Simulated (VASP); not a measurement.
# Ti2C5 (P-6m2) in VASP: relaxation of cell and atoms with PBE

Aim: the relaxation of cell and atoms of Ti2C5 with PBE.

Program: VASP 6.6.1. These are calculated values, not measurements. Logs are shortened: lines on timing, memory, paths and dates and some standing lists are left out, and cuts for length are marked.

## Step 1: The cell of the first run

It takes space group P-6m2 (No. 187, hexagonal). The conventional cell has a = 3.273 Å, b = 3.273 Å, c = 9.813 Å, α = 90.00°, β = 90.00°, γ = 120.00°. Within 2.8 Å of Ti (site symmetry 3m) lie 3 C at 2.08 Å. C (site symmetry 3m) has 1 C at 1.33 Å within 1.8 Å. C (site symmetry -6m2) has 2 C at 1.28 Å within 1.7 Å. C (site symmetry 3m) has 2 C at 1.28 to 1.33 Å within 1.7 Å.

## Step 2: Relaxation of cell and atoms, PBE

The input, INCAR:

```
SYSTEM = Ti2C5
  PREC = Accurate
  ENCUT = 600
  EDIFF = 1E-7
  ISMEAR = 0
  SIGMA = 0.1
  LREAL = .False.
  LASPH = .True.
  NELM = 120
  ALGO = Normal
  ISIF = 3
  LWAVE = .False.
  LCHARG = .False.
  GGA = PE
  IBRION = 2
  NSW = 100
  EDIFFG = -0.01
  GGA_COMPAT = .False.
  NELMIN = 4
```

The input, KPOINTS:

```
Automatic mesh
0
Gamma
  12 12 4
  0 0 0
```

The input, POSCAR:

```
Ti2C5
1.0
    3.2727430811      0.0000000000      0.0000000000
   -1.6363715405      2.8342786483      0.0000000000
    0.0000000000      0.0000000000      9.8131314909
Ti C
2 5
Direct
    0.6666666667      0.3333333333      0.8556437567
    0.6666666667      0.3333333333      0.1443562433
    0.0000000000      0.0000000000      0.2339848644
    0.0000000000      0.0000000000      0.7660151356
    0.0000000000      0.0000000000      0.5000000000
    0.0000000000      0.0000000000      0.3693710295
    0.0000000000      0.0000000000      0.6306289705
```

Potentials or basis: VASP PAW PBE potentials, release 64 (Ti_sv, C).

Command:

```console
$ cat potpaw_PBE.64/Ti_sv/POTCAR potpaw_PBE.64/C/POTCAR > POTCAR
$ mpirun -np 1 vasp_std > vasp.out
```

OUTCAR:

```text
SYSTEM = Ti2C5
   PREC = Accurate
   ENCUT = 600
   EDIFF = 1E-7
   ISMEAR = 0
   LREAL = .False.
   LASPH = .True.
   NELM = 120
   ISIF = 3
   GGA = PE
   IBRION = 2
   NSW = 100
   EDIFFG = -0.01
   NELMIN = 4

 ion  position               nearest neighbor table
   1  0.667  0.333  0.856-   4 2.08   4 2.08   4 2.08   2 2.83
   2  0.667  0.333  0.144-   3 2.08   3 2.08   3 2.08   1 2.83
   3  0.000  0.000  0.234-   6 1.33   2 2.08   2 2.08   2 2.08
   4  0.000  0.000  0.766-   7 1.33   1 2.08   1 2.08   1 2.08
   5  0.000  0.000  0.500-   6 1.28   7 1.28
   6  0.000  0.000  0.369-   5 1.28   3 1.33
   7  0.000  0.000  0.631-   5 1.28   4 1.33

  LATTYP: Found a hexagonal cell.
 ALAT       =     3.2727430811
 C/A-ratio  =     2.9984423610

  Lattice vectors:

 A1 = (   3.2727430811,   0.0000000000,   0.0000000000)
 A2 = (  -1.6363715405,   2.8342786483,   0.0000000000)
 A3 = (   0.0000000000,   0.0000000000,   9.8131314909)

Analysis of symmetry for initial positions (statically):
=====================================================================
 Subroutine PRICEL returns:
 Original cell was already a primitive cell.

 Routine SETGRP: Setting up the symmetry group for a
 hexagonal supercell.

 Subroutine GETGRP returns: Found 12 space group operations
 (whereof 12 operations were pure point group operations)
 out of a pool of 24 trial point group operations.

The static configuration has the point symmetry D_3h.

Analysis of symmetry for dynamics (positions and initial velocities):
=====================================================================
 Subroutine PRICEL returns:
 Original cell was already a primitive cell.

 Routine SETGRP: Setting up the symmetry group for a
 hexagonal supercell.

 Subroutine GETGRP returns: Found 12 space group operations
 (whereof 12 operations were pure point group operations)
 out of a pool of 24 trial point group operations.

The dynamic configuration has the point symmetry D_3h.

 Subroutine INISYM returns: Found 12 space group operations
 (whereof 12 operations are pure point group operations),
 and found     1 'primitive' translations

----------------------------------------------------------------------------------------

                                     Primitive cell

  volume of cell :      91.0253

  direct lattice vectors                    reciprocal lattice vectors
     3.272743081  0.000000000  0.000000000     0.305554080  0.176411730  0.000000000
    -1.636371541  2.834278648  0.000000000     0.000000000  0.352823460  0.000000000
     0.000000000  0.000000000  9.813131491     0.000000000  0.000000000  0.101904270

  length of vectors
     3.272743081  3.272743081  9.813131491     0.352823460  0.352823460  0.101904270

  position of ions in fractional coordinates (direct lattice)
     0.666666667  0.333333333  0.855643757
     0.666666667  0.333333333  0.144356243
     0.000000000  0.000000000  0.233984864
     0.000000000  0.000000000  0.766015136
     0.000000000  0.000000000  0.500000000
     0.000000000  0.000000000  0.369371030
     0.000000000  0.000000000  0.630628970

  ion indices of the primitive-cell ions
   primitive index   ion index
                 1           1
                 2           2
                 3           3
                 4           4
                 5           5
                 6           6
                 7           7

----------------------------------------------------------------------------------------

 KPOINTS: Automatic mesh

Automatic generation of k-mesh.
 Grid dimensions read from file:
 generate k-points for:   12   12    4

 Generating k-lattice:

  Cartesian coordinates                     Fractional coordinates (reciprocal lattice)
     0.025462840  0.014700978  0.000000000     0.083333333  0.000000000  0.000000000
     0.000000000  0.029401955  0.000000000     0.000000000  0.083333333  0.000000000
     0.000000000  0.000000000  0.025476067     0.000000000  0.000000000  0.250000000

  Length of vectors
     0.029401955  0.029401955  0.025476067

  Shift w.r.t. Gamma in fractional coordinates (k-lattice)
     0.000000000  0.000000000  0.000000000

 Subroutine IBZKPT returns following result:
 ===========================================

 Found     57 irreducible k-points:

 Following reciprocal coordinates:
            Coordinates               Weight
  0.000000  0.000000  0.000000      1.000000
  0.083333 -0.000000  0.000000      6.000000
  0.166667 -0.000000  0.000000      6.000000
  0.250000  0.000000  0.000000      6.000000
  0.333333  0.000000  0.000000      6.000000
  0.416667  0.000000  0.000000      6.000000
[... 16 lines left out ...]
  0.250000  0.000000  0.250000     12.000000
  0.333333  0.000000  0.250000     12.000000
 [... further k-points ...]
   k-points           NKPTS =     57   k-points in BZ     NKDIM =     57   number of bands    NBANDS=     26
   number of dos      NEDOS =    301   number of ions     NIONS =      7
   total plane-waves  NPLWV =  62720
   dimension x,y,z NGX =    28 NGY =   28 NGZ =   80
   dimension x,y,z NGXF=    56 NGYF=   56 NGZF=  160
   ions per type =               2   5
   NGX,Y,Z   is equivalent  to a cutoff of  14.22, 14.22, 13.55 a.u.
   NGXF,Y,Z  is equivalent  to a cutoff of  28.45, 28.45, 27.11 a.u.
 SYSTEM =  Ti2C5
   PREC   = accura    normal or accurate (medium, high low for compatibility)
   ISTART =      0    job   : 0-new  1-cont  2-samecut
   ICHARG =      2    charge: 1-file 2-atom 10-const
   ISPIN  =      1    spin polarized calculation?
   LNONCOLLINEAR =      F non collinear calculations
   LSORBIT =      F    spin-orbit coupling
   LASPH  =      T    aspherical Exc in radial PAW
   ENCUT  =  600.0 eV  44.10 Ry    6.64 a.u.   6.54  6.54 19.60*2*pi/ulx,y,z
   NELM   =    120;   NELMIN=  4; NELMDL= -5     # of ELM steps
   EDIFF  = 0.1E-06   stopping-criterion for ELM
   LREAL  =      F    real-space projection
   EDIFFG = -.1E-01   stopping-criterion for IOM
   NSW    =    100    number of steps for IOM
   IBRION =      2    ionic relax: 0-MD 1-quasi-New 2-CG
   NFREE  =      1    steps in history (QN), initial steepest desc. (CG)
   ISIF   =      3    stress and relaxation
   ISYM   =      2    0-nonsym 1-usesym 2-fastsym
   POTIM  = 0.5000    time-step for ionic-motion
   TEBEG  =    0.0;   TEEND  =   0.0 temperature during run
   PSTRESS=    0.0 pullay stress
   NELECT =      44.0000    total number of electrons
   NUPDOWN=      -1.0000    fix difference up-down
   EMIN   =  10.00;   EMAX   =-10.00  energy-range for DOS
   EFERMI =   0.00;   METHOD = LEGACY
   ISMEAR =     0;   SIGMA  =   0.10  broadening in eV -4-tet -1-fermi 0-gaus
   EFERMI_NEDOS =   21; number of points for ismear=-14 and -15
   IALGO  =     38    algorithm
   IMIX   =      4    mixing-type and parameters
     AMIX     =   0.40;   BMIX     =  1.00
     AMIX_MAG =   1.60;   BMIX_MAG =  1.00
  volume/ion in A,a.u.               =      13.00        87.75
  Fermi-wavevector in a.u.,A,eV,Ry     =   1.284808  2.427936 22.459581  1.650733
  Thomas-Fermi vector in A             =   2.416980
   LORBIT       =      0    0 simple, 1 ext, 2 COOP (PROOUT), +10 PAW based schemes
   GGA     = PE    functional components
   LHFCALC =     F    Hartree Fock is set to
   AEXX    =    0.0000 exact exchange contribution
   IVDW    =     0    specifies the selected vdW correction
   LEPSILON=     F    determine dielectric tensor
   LRPA    =     F    only Hartree local field effects (RPA)
 conjugate gradient relaxation of ions
 non-spin polarized calculation
 Gauss-broadening in eV      SIGMA  =   0.10
  energy-cutoff  :      600.00
  volume of cell :       91.03
 maximum number of plane-waves:      3112
 NGX is ok and might be reduce to    28
   NGX = 13   NGY = 13   NGZ = 39

--------------------------------------- Ionic step        1  -------------------------------------------

 number of electron      44.0000000 magnetization

 Free energy of the ion-electron system (eV)
  ---------------------------------------------------
  ext. energy  EPLUGINS =         0.00000000
  ---------------------------------------------------
  free energy    TOTEN  =       -58.16555978 eV

  energy without entropy =      -58.14732568  energy(sigma->0) =      -58.15644273

------------------------ aborting loop because EDIFF is reached ----------------------------------------

  FORCE on cell =-STRESS in cart. coord.  units (eV):
  Direction    XX          YY          ZZ          XY          YZ          ZX
  --------------------------------------------------------------------------------------
  -------------------------------------------------------------------------------------
  Total       -0.3008263     -0.3008263     -0.0963171     -0.0000000      0.0000000      0.0000000
  in kB       -5.2949793     -5.2949793     -1.6953215     -0.0000000      0.0000000      0.0000000
  external PRESSURE =      -4.0950934 kB  Pullay stress =       0.0000000 kB
[... 104 lines left out ...]
  FREE ENERGIE OF THE ION-ELECTRON SYSTEM (eV)
  ---------------------------------------------------
  free  energy   TOTEN  =       -58.1660494933 eV

  energy  without entropy=      -58.1480115462  energy(sigma->0) =      -58.15703052

[... ionic steps 4 to 7 ...]

--------------------------------------- Ionic step        8  -------------------------------------------

 number of electron      44.0000001 magnetization

------------------------ aborting loop because EDIFF is reached ----------------------------------------

  FORCE on cell =-STRESS in cart. coord.  units (eV):
  Direction    XX          YY          ZZ          XY          YZ          ZX
  --------------------------------------------------------------------------------------
  -------------------------------------------------------------------------------------
  Total        0.0222504      0.0222504     -0.1540173      0.0000000      0.0000000      0.0000000
  in kB        0.3944569      0.3944569     -2.7304351      0.0000000      0.0000000      0.0000000
  external PRESSURE =      -0.6471738 kB  Pullay stress =       0.0000000 kB
[... 67 lines left out ...]
  energy  without entropy=      -58.1491401422  energy(sigma->0) =      -58.15817960

--------------------------------------- Ionic step       10  -------------------------------------------

 number of electron      44.0000000 magnetization

 Free energy of the ion-electron system (eV)
  ---------------------------------------------------
  ext. energy  EPLUGINS =         0.00000000
  ---------------------------------------------------
  free energy    TOTEN  =       -58.16722470 eV

  energy without entropy =      -58.14910878  energy(sigma->0) =      -58.15816674

 E-fermi :   4.8148     XC(G=0): -10.2328

 val. band max:        4.8130241491   @ k =   0.1667   0.0833   0.0000
 cond. band min:       4.8187994826   @ k =   0.3333   0.0000   0.0000
 fundamental gap:      0.0057753335
 Fermi energy:         4.8148365481

 k-point     1 :       0.0000    0.0000    0.0000
  band No.  band energies     occupation
      1     -52.3562      2.00000
      2     -52.3271      2.00000
      3     -28.7922      2.00000
      4     -28.5624      2.00000
      5     -28.4898      2.00000
      6     -28.4898      2.00000
[... 685 lines left out ...]
     25       6.0228      0.00000
     26       6.2558      0.00000

 [... further k-points ...]
[... 5 lines left out ...]
  --------------------------------------------------------------------------------------
  -------------------------------------------------------------------------------------
  Total       -0.0187743     -0.0187743     -0.0183007     -0.0000000     -0.0000000     -0.0000000
  in kB       -0.3331029     -0.3331029     -0.3246996     -0.0000000     -0.0000000     -0.0000000
  external PRESSURE =      -0.3303018 kB  Pullay stress =       0.0000000 kB
[... 22 lines left out ...]
  FREE ENERGIE OF THE ION-ELECTRON SYSTEM (eV)
  ---------------------------------------------------
  free  energy   TOTEN  =       -58.1672247026 eV

  energy  without entropy=      -58.1491087823  energy(sigma->0) =      -58.15816674

 reached required accuracy - stopping structural energy minimisation
```

It took 9.2 min on 1 thread of Intel Xeon 6975P-C (Granite Rapids), shared host; peak memory 0.34 GiB.

Results:

```yaml
Free_energy: -58.1672 eV
Relaxed_volume: 12.90 Å³/atom
Relaxed_cell: a = 3.258 Å, b = 3.258 Å, c = 9.825 Å, α = 90.00°, β = 90.00°, γ = 120.00°
Space_group_after_relaxing_to_0.05_Å: P-6m2 (No. 187)
Energy_gained_by_relaxing: 0.2 meV/atom
Ionic_steps: 10
Pressure_after_relaxing: 0.0 GPa
Largest_force_after_relaxing: 0.009 eV/Å
Band_gap_on_the_k_mesh: zero (band 22 reaches 5.69 eV, above the bottom of band 23 at 4.71 eV)
```

Forces on the atoms (eV/Å):
```
Ti   0.000  0.000 -0.009
Ti   0.000  0.000  0.009
C    0.000  0.000  0.009
C    0.000  0.000 -0.009
C    0.000  0.000  0.000
C    0.000  0.000  0.004
C    0.000  0.000 -0.004
```

Step by step:
```
step  energy change (eV)  largest force (eV/Å)  pressure (GPa)  volume (Å³)
   1              0.0000                0.0452           -0.41        91.03
   2             -0.0003                0.2515            0.12        90.59
   3             -0.0005                0.1348           -0.09        90.76
   4             -0.0009                0.0534            0.04        90.59
   5             -0.0011                0.0577            0.19        90.42
   6             -0.0012                0.0500            0.08        90.41
   7             -0.0013                0.0729           -0.07        90.40
   8             -0.0015                0.0590           -0.06        90.37
   9             -0.0017                0.0174           -0.04        90.31
  10             -0.0017                0.0091           -0.03        90.30
```

Final structure:
```
Ti C
1.0
     3.25780    0.00000    0.00000
    -1.62890    2.82134    0.00000
     0.00000    0.00000    9.82460
Ti C
2 5
Direct
  0.66667 0.33333 0.85662
  0.66667 0.33333 0.14338
  0.00000 0.00000 0.23437
  0.00000 0.00000 0.76563
  0.00000 0.00000 0.50000
  0.00000 0.00000 0.36957
  0.00000 0.00000 0.63043
```
